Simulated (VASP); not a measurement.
# SiO2 (P4_2/mnm) in VASP: further runs

SiO2 is run at these levels: PBE; tasks: single point.

Everything below comes from runs of VASP 6.6.1. Logs are shortened: lines on timing, memory, paths and dates and some standing lists are left out, and cuts for length are marked.

### 1 The cell of the first run

Symmetry: P4_2/mnm, No. 136, tetragonal system. Conventional cell: a = 4.236 Å, b = 4.236 Å, c = 2.690 Å, α = 90.00°, β = 90.00°, γ = 90.00°. Within 2.4 Å of Si (site symmetry mmm) lie 6 O at 1.77 to 1.84 Å. Within 2.4 Å of O (site symmetry m2m) lie 3 Si at 1.77 to 1.84 Å and 1 O at 2.31 Å.

### 2 Single point, PBE

Input file INCAR:

```
SYSTEM = SiO2
PREC = Accurate ; ENCUT = 520
EDIFF = 1E-6 ; ISMEAR = 0
SIGMA = 0.05 ; LREAL = .False.
LASPH = .True. ; NELM = 60
ALGO = Normal ; ISIF = 2
LWAVE = .False. ; LCHARG = .False.
GGA = PE ; NBANDS = 25
```

Input file KPOINTS:

```
Automatic mesh
0
Gamma
  6 6 10
  0 0 0
```

Input file POSCAR:

```
SiO2
1.0
    4.2358788249      0.0000000000      0.0000000000
    0.0000000000      4.2358788249      0.0000000000
    0.0000000000      0.0000000000      2.6897743053
Si O
2 4
Direct
    0.5000000000      0.5000000000      0.5000000000
    0.0000000000      0.0000000000      0.0000000000
    0.6930127928      0.6930127928      0.0000000000
    0.1930127928      0.8069872072      0.5000000000
    0.3069872072      0.3069872072      0.0000000000
    0.8069872072      0.1930127928      0.5000000000
```

Potentials or basis: VASP PAW PBE potentials, release 64 (Si, O).

Started as:

```bash
cat potpaw_PBE.64/Si/POTCAR potpaw_PBE.64/O/POTCAR > POTCAR
mpirun -np 1 vasp_std > vasp.out
```

OUTCAR:

```text
SYSTEM = SiO2
   PREC = Accurate
   ENCUT = 520
   EDIFF = 1E-6
   ISMEAR = 0
   LREAL = .False.
   LASPH = .True.
   NELM = 60
   ISIF = 2
   GGA = PE

 ion  position               nearest neighbor table
   1  0.500  0.500  0.500-   3 1.77   5 1.77   3 1.77   5 1.77   4 1.84   6 1.84
   2  0.000  0.000  0.000-   4 1.77   6 1.77   4 1.77   6 1.77   5 1.84   3 1.84
   3  0.693  0.693  0.000-   1 1.77   1 1.77   2 1.84
   4  0.193  0.807  0.500-   2 1.77   2 1.77   1 1.84
   5  0.307  0.307  0.000-   1 1.77   1 1.77   2 1.84
   6  0.807  0.193  0.500-   2 1.77   2 1.77   1 1.84

  LATTYP: Found a simple tetragonal cell.
 ALAT       =     4.2358788249
 C/A-ratio  =     0.6349979347

  Lattice vectors:

 A1 = (   4.2358788249,   0.0000000000,   0.0000000000)
 A2 = (   0.0000000000,   4.2358788249,   0.0000000000)
 A3 = (   0.0000000000,   0.0000000000,   2.6897743053)

Analysis of symmetry for initial positions (statically):
=====================================================================
 Subroutine PRICEL returns:
 Original cell was already a primitive cell.

 Routine SETGRP: Setting up the symmetry group for a
 simple tetragonal supercell.

 Subroutine GETGRP returns: Found 16 space group operations
 (whereof  8 operations were pure point group operations)
 out of a pool of 16 trial point group operations.

The static configuration has the point symmetry D_2h.
 The point group associated with its full space group is D_4h.

Analysis of symmetry for dynamics (positions and initial velocities):
=====================================================================
 Subroutine PRICEL returns:
 Original cell was already a primitive cell.

 Routine SETGRP: Setting up the symmetry group for a
 simple tetragonal supercell.

 Subroutine GETGRP returns: Found 16 space group operations
 (whereof  8 operations were pure point group operations)
 out of a pool of 16 trial point group operations.

The dynamic configuration has the point symmetry D_2h.
 The point group associated with its full space group is D_4h.

 Subroutine INISYM returns: Found 16 space group operations
 (whereof  8 operations are pure point group operations),
 and found     1 'primitive' translations

----------------------------------------------------------------------------------------

                                     Primitive cell

  volume of cell :      48.2617

  direct lattice vectors                    reciprocal lattice vectors
     4.235878825  0.000000000  0.000000000     0.236078519  0.000000000  0.000000000
     0.000000000  4.235878825  0.000000000     0.000000000  0.236078519  0.000000000
     0.000000000  0.000000000  2.689774305     0.000000000  0.000000000  0.371778405

  length of vectors
     4.235878825  4.235878825  2.689774305     0.236078519  0.236078519  0.371778405

  position of ions in fractional coordinates (direct lattice)
     0.500000000  0.500000000  0.500000000
     0.000000000  0.000000000  0.000000000
     0.693012793  0.693012793  0.000000000
     0.193012793  0.806987207  0.500000000
     0.306987207  0.306987207  0.000000000
     0.806987207  0.193012793  0.500000000

  ion indices of the primitive-cell ions
   primitive index   ion index
                 1           1
                 2           2
                 3           3
                 4           4
                 5           5
                 6           6

----------------------------------------------------------------------------------------

 KPOINTS: Automatic mesh

Automatic generation of k-mesh.
 Grid dimensions read from file:
 generate k-points for:    6    6   10

 Generating k-lattice:

  Cartesian coordinates                     Fractional coordinates (reciprocal lattice)
     0.039346420  0.000000000  0.000000000     0.166666667  0.000000000  0.000000000
     0.000000000  0.039346420  0.000000000     0.000000000  0.166666667  0.000000000
     0.000000000  0.000000000  0.037177840     0.000000000  0.000000000  0.100000000

  Length of vectors
     0.039346420  0.039346420  0.037177840

  Shift w.r.t. Gamma in fractional coordinates (k-lattice)
     0.000000000  0.000000000  0.000000000

 Subroutine IBZKPT returns following result:
 ===========================================

 Found     60 irreducible k-points:

 Following reciprocal coordinates:
            Coordinates               Weight
  0.000000  0.000000  0.000000      1.000000
  0.166667  0.000000  0.000000      4.000000
  0.333333  0.000000  0.000000      4.000000
  0.500000  0.000000  0.000000      2.000000
  0.166667  0.166667  0.000000      4.000000
  0.333333  0.166667  0.000000      8.000000
[... 16 lines left out ...]
  0.333333  0.000000  0.200000      8.000000
  0.500000  0.000000  0.200000      4.000000
 [... further k-points ...]
   k-points           NKPTS =     60   k-points in BZ     NKDIM =     60   number of bands    NBANDS=     25
   number of dos      NEDOS =    301   number of ions     NIONS =      6
   total plane-waves  NPLWV =  20480
   dimension x,y,z NGX =    32 NGY =   32 NGZ =   20
   dimension x,y,z NGXF=    64 NGYF=   64 NGZF=   40
   ions per type =               2   4
   NGX,Y,Z   is equivalent  to a cutoff of  12.56, 12.56, 12.36 a.u.
   NGXF,Y,Z  is equivalent  to a cutoff of  25.12, 25.12, 24.72 a.u.
 SYSTEM =  SiO2
   PREC   = accura    normal or accurate (medium, high low for compatibility)
   ISTART =      0    job   : 0-new  1-cont  2-samecut
   ICHARG =      2    charge: 1-file 2-atom 10-const
   ISPIN  =      1    spin polarized calculation?
   LNONCOLLINEAR =      F non collinear calculations
   LSORBIT =      F    spin-orbit coupling
   LASPH  =      T    aspherical Exc in radial PAW
   ENCUT  =  520.0 eV  38.22 Ry    6.18 a.u.   7.88  7.88  5.00*2*pi/ulx,y,z
   NELM   =     60;   NELMIN=  2; NELMDL= -5     # of ELM steps
   EDIFF  = 0.1E-05   stopping-criterion for ELM
   LREAL  =      F    real-space projection
   EDIFFG = 0.1E-04   stopping-criterion for IOM
   NSW    =      0    number of steps for IOM
   IBRION =     -1    ionic relax: 0-MD 1-quasi-New 2-CG
   NFREE  =      0    steps in history (QN), initial steepest desc. (CG)
   ISIF   =      2    stress and relaxation
   ISYM   =      2    0-nonsym 1-usesym 2-fastsym
   POTIM  = 0.5000    time-step for ionic-motion
   TEBEG  =    0.0;   TEEND  =   0.0 temperature during run
   PSTRESS=    0.0 pullay stress
   NELECT =      32.0000    total number of electrons
   NUPDOWN=      -1.0000    fix difference up-down
   EMIN   =  10.00;   EMAX   =-10.00  energy-range for DOS
   EFERMI =   0.00;   METHOD = LEGACY
   ISMEAR =     0;   SIGMA  =   0.05  broadening in eV -4-tet -1-fermi 0-gaus
   EFERMI_NEDOS =   21; number of points for ismear=-14 and -15
   IALGO  =     38    algorithm
   IMIX   =      4    mixing-type and parameters
     AMIX     =   0.40;   BMIX     =  1.00
     AMIX_MAG =   1.60;   BMIX_MAG =  1.00
  volume/ion in A,a.u.               =       8.04        54.28
  Fermi-wavevector in a.u.,A,eV,Ry     =   1.427547  2.697673 27.727197  2.037891
  Thomas-Fermi vector in A             =   2.547705
   LORBIT       =      0    0 simple, 1 ext, 2 COOP (PROOUT), +10 PAW based schemes
   GGA     = PE    functional components
   LHFCALC =     F    Hartree Fock is set to
   AEXX    =    0.0000 exact exchange contribution
   IVDW    =     0    specifies the selected vdW correction
   LEPSILON=     F    determine dielectric tensor
   LRPA    =     F    only Hartree local field effects (RPA)
 non-spin polarized calculation
 Gauss-broadening in eV      SIGMA  =   0.05
  energy-cutoff  :      520.00
  volume of cell :       48.26
 maximum number of plane-waves:      1336
 NGX is ok and might be reduce to    32
   NGX = 15   NGY = 15   NGZ = 11

 number of electron      31.9999991 magnetization

 Free energy of the ion-electron system (eV)
  ---------------------------------------------------
  ext. energy  EPLUGINS =         0.00000000
  ---------------------------------------------------
  free energy    TOTEN  =       -46.31683898 eV

  energy without entropy =      -46.31683898  energy(sigma->0) =      -46.31683898

 E-fermi :   8.0320     XC(G=0): -12.0816

 val. band max:        7.7358955269   @ k =   0.0000   0.0000   0.0000
 cond. band min:      12.7680509674   @ k =   0.0000   0.0000   0.0000
 fundamental gap:      5.0321554405
 Fermi energy:         8.0319728547

 k-point     1 :       0.0000    0.0000    0.0000
  band No.  band energies     occupation
      1     -14.4790      2.00000
      2     -11.0170      2.00000
      3     -11.0170      2.00000
      4     -10.8605      2.00000
      5      -2.8718      2.00000
      6       1.5004      2.00000
[... 17 lines left out ...]
     24      21.4285      0.00000
     25      23.0876      0.00000

 k-point     2 :       0.1667    0.0000    0.0000
  band No.  band energies     occupation
      1     -14.3407      2.00000
      2     -11.6655      2.00000
      3     -10.9492      2.00000
      4     -10.4980      2.00000
      5      -2.6776      2.00000
      6       0.7643      2.00000
[... 17 lines left out ...]
     24      20.9285      0.00000
     25      22.9586      0.00000

 k-point     3 :       0.3333    0.0000    0.0000
  band No.  band energies     occupation
      1     -13.9363      2.00000
      2     -12.5053      2.00000
      3     -10.7678      2.00000
      4     -10.4026      2.00000
      5      -2.1425      2.00000
      6      -0.3403      2.00000
[... 17 lines left out ...]
     24      21.2770      0.00000
     25      22.3686      0.00000

 k-point     4 :       0.5000    0.0000    0.0000
  band No.  band energies     occupation
      1     -13.3015      2.00000
      2     -13.3015      2.00000
      3     -10.5443      2.00000
      4     -10.5443      2.00000
      5      -1.3437      2.00000
      6      -1.3437      2.00000
[... 17 lines left out ...]
     24      21.0543      0.00000
     25      22.3328      0.00000
[... 477 lines left out ...]
 k-point    22 :       0.1667    0.0000    0.2000
  band No.  band energies     occupation
      1     -13.8436      2.00000
      2     -11.4082      2.00000
      3     -10.7203      2.00000
      4     -10.4413      2.00000
      5      -2.4577      2.00000
      6       0.9533      2.00000
[... 17 lines left out ...]
     24      21.3698      0.00000
     25      21.4756      0.00000

 k-point    23 :       0.3333    0.0000    0.2000
  band No.  band energies     occupation
      1     -13.4640      2.00000
      2     -12.1494      2.00000
      3     -10.5862      2.00000
      4     -10.3454      2.00000
      5      -1.8075      2.00000
      6       0.0073      2.00000
[... 17 lines left out ...]
     24      20.5157      0.00000
     25      22.1972      0.00000

 k-point    24 :       0.5000    0.0000    0.2000
  band No.  band energies     occupation
      1     -12.8744      2.00000
      2     -12.8744      2.00000
      3     -10.4297      2.00000
      4     -10.4297      2.00000
      5      -0.9459      2.00000
      6      -0.9459      2.00000
[... 17 lines left out ...]
     24      20.2197      0.00000
     25      21.6568      0.00000

 [... further k-points ...]
[... 5 lines left out ...]
  --------------------------------------------------------------------------------------
  -------------------------------------------------------------------------------------
  Total        0.0019924      0.0019924      0.2270110      0.0000000      0.0000000      0.0000000
  in kB        0.0661419      0.0661419      7.5362393      0.0000000      0.0000000      0.0000000
  external PRESSURE =       2.5561744 kB  Pullay stress =       0.0000000 kB

 VOLUME and BASIS-vectors are now :
 -----------------------------------------------------------------------------
  energy-cutoff  :      520.00
  volume of cell :       48.26
      direct lattice vectors                 reciprocal lattice vectors
     4.235878825  0.000000000  0.000000000     0.236078519  0.000000000  0.000000000
     0.000000000  4.235878825  0.000000000     0.000000000  0.236078519  0.000000000
     0.000000000  0.000000000  2.689774305     0.000000000  0.000000000  0.371778405

 POSITION                                       TOTAL-FORCE (eV/Angst)
 -----------------------------------------------------------------------------------
      2.11794      2.11794      1.34489         0.000000      0.000000      0.000000
      0.00000      0.00000      0.00000         0.000000      0.000000      0.000000
      2.93552      2.93552      0.00000         0.014198      0.014198      0.000000
      0.81758      3.41830      1.34489         0.014198     -0.014198      0.000000
      1.30036      1.30036      0.00000        -0.014198     -0.014198      0.000000
      3.41830      0.81758      1.34489        -0.014198      0.014198      0.000000
 -----------------------------------------------------------------------------------
    total drift:                                0.000000      0.000000     -0.000000

  FREE ENERGIE OF THE ION-ELECTRON SYSTEM (eV)
  ---------------------------------------------------
  free  energy   TOTEN  =       -46.3168389778 eV

  energy  without entropy=      -46.3168389778  energy(sigma->0) =      -46.31683898
```

Run time: 25 s. Hardware: 1 thread of AMD EPYC 9R45 (Zen 5), shared host; peak memory 0.15 GiB.

What came out:

| Quantity | Value |
| --- | --- |
| Free energy | -46.3168 eV |
| Pressure | 0.3 GPa |
| Largest force | 0.020 eV/Å |
| Band gap on the k mesh | 5.03 eV |

Forces in eV/Å, atoms in the order of the input:
```
Si   0.000  0.000  0.000
Si   0.000  0.000  0.000
O    0.014  0.014  0.000
O    0.014 -0.014  0.000
O   -0.014 -0.014  0.000
O   -0.014  0.014  0.000
```

Levels at points of the mesh, in eV from the valence-band top:
| k point | band 14 | band 15 | band 16 | band 17 | band 18 | band 19 |
| --- | --- | --- | --- | --- | --- | --- |
| (0.00, 0.00, 0.00) | -0.85 | -0.85 | 0.00 | 5.03 | 6.61 | 8.30 |
| (0.50, 0.00, 0.00) | -2.61 | -1.04 | -1.04 | 7.30 | 7.30 | 8.89 |
| (0.50, 0.50, 0.00) | -2.53 | -2.17 | -2.17 | 7.02 | 7.02 | 9.78 |
| (0.00, 0.00, 0.50) | -2.87 | -2.56 | -2.56 | 8.63 | 8.63 | 12.19 |
| (0.50, 0.00, 0.50) | -2.21 | -1.67 | -1.67 | 8.43 | 8.43 | 9.43 |
| (0.50, 0.50, 0.50) | -1.73 | -1.47 | -1.47 | 6.81 | 6.81 | 10.69 |

A k mesh can miss the band edges.

### 3 Single point, PBE (8.36 Å³/atom)

This run uses another cell than the first one, of 8.36 Å³/atom.

Input file INCAR:

```
  ALGO = Normal
  EDIFF = 1E-6
  ENCUT = 520
  GGA = PE
  ISIF = 2
  ISMEAR = 0
  LASPH = T
  LCHARG = F
  LREAL = F
  LWAVE = F
  NBANDS = 25
  NELM = 80
  PREC = Accurate
  SIGMA = 0.05
```

Input file KPOINTS:

```
k-points
0
Gamma
  6 6 10
```

POSCAR: that of step 2 with these lines changed.

```diff
@@ -2,5 +2,5 @@
 1.0
-    4.2358788249      0.0000000000      0.0000000000
-    0.0000000000      4.2358788249      0.0000000000
-    0.0000000000      0.0000000000      2.6897743053
+    4.1224355330      0.0000000000      0.0000000000
+    0.0000000000      4.1224355330      0.0000000000
+    0.0000000000      0.0000000000      2.9533128158
 Si O
```

Potentials or basis: VASP PAW PBE potentials, release 64 (Si, O).

Started as:

```bash
cat potpaw_PBE.64/Si/POTCAR potpaw_PBE.64/O/POTCAR > POTCAR
mpirun -np 1 vasp_std > vasp.out
```

Run time: 27 s. Hardware: 1 thread of AMD EPYC 9R45 (Zen 5), shared host; peak memory 0.16 GiB.

It converged, with:

```yaml
Free_energy: -45.6577 eV
Pressure: -13.1 GPa
Largest_force: 0.686 eV/Å
Band_gap_on_the_k_mesh: 3.87 eV
```

Forces in eV/Å, atoms in the order of the input:
```
Si   0.000  0.000  0.000
Si   0.000  0.000  0.000
O    0.485  0.485  0.000
O    0.485 -0.485  0.000
O   -0.485 -0.485  0.000
O   -0.485  0.485  0.000
```

Stress tensor (GPa, compression positive):
```
  1.27   0.00   0.00
  0.00   1.27   0.00
  0.00   0.00 -41.73
```

Levels at points of the mesh, in eV from the valence-band top:
| k point | band 12 | band 13 | band 14 | band 15 | band 16 | band 17 | band 18 | band 19 | band 20 | band 21 |
| --- | --- | --- | --- | --- | --- | --- | --- | --- | --- | --- |
| (0.00, 0.00, 0.00) | -3.20 | -2.66 | -0.65 | -0.65 | 0.00 | 3.87 | 4.99 | 6.57 | 6.57 | 9.57 |
| (0.50, 0.00, 0.00) | -3.39 | -2.69 | -2.69 | -0.85 | -0.85 | 6.04 | 6.04 | 7.31 | 7.31 | 11.58 |
| (0.50, 0.50, 0.00) | -3.40 | -2.72 | -2.72 | -1.58 | -1.58 | 5.70 | 5.70 | 8.41 | 8.41 | 12.74 |
| (0.00, 0.00, 0.50) | -3.98 | -2.91 | -2.91 | -2.23 | -2.23 | 8.28 | 8.28 | 11.65 | 11.65 | 11.89 |
| (0.50, 0.00, 0.50) | -3.49 | -1.76 | -1.76 | -1.39 | -1.39 | 8.23 | 8.23 | 10.05 | 10.05 | 12.08 |
| (0.50, 0.50, 0.50) | -3.79 | -1.26 | -1.26 | -1.18 | -1.18 | 6.63 | 6.63 | 10.93 | 10.93 | 11.37 |

Caveat: the stress differs along the axes, from -42 to 1 GPa.

(Part 1 of 2 ends here.)
